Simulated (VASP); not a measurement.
Here is a VASP 6.6.1 calculation.

Contents of INCAR:

```
SYSTEM = Ba
PREC = Accurate ; ENCUT = 520
EDIFF = 1E-7 ; ISMEAR = -5
SIGMA = 0.05 ; LREAL = .FALSE.
LASPH = .TRUE. ; NELM = 60
ALGO = Fast ; ISIF = 2
LWAVE = .FALSE. ; LCHARG = .FALSE.
GGA = PE ; NBANDS = 11
```

KPOINTS

```
Automatic mesh
0
G
  8 8 8
  0 0 0
```

Contents of POSCAR:

```
Ba
1.0
    4.2827107878      0.0000000000      0.0000000000
   -1.4275702623      4.0377784533      0.0000000000
   -1.4275702623     -2.0188892260      3.4968187159
Ba
1
Direct
    0.0000000000      0.0000000000      0.0000000000
```

Potentials or basis: VASP PAW PBE potentials, release 64 (Ba_sv).

Launch:

```console
$ cat potpaw_PBE.64/Ba_sv/POTCAR > POTCAR
$ mpirun -np 1 vasp_std > vasp.out
```

Estimate the band gap on the k mesh.

zero (band 5 reaches 2.34 eV, above the bottom of band 6 at 1.18 eV).

Estimate the pressure.

0.6 GPa.

Caveat: spin-orbit coupling is left out, which moves the levels of the heavy elements; tetrahedron occupations give inexact forces and stress in metals.
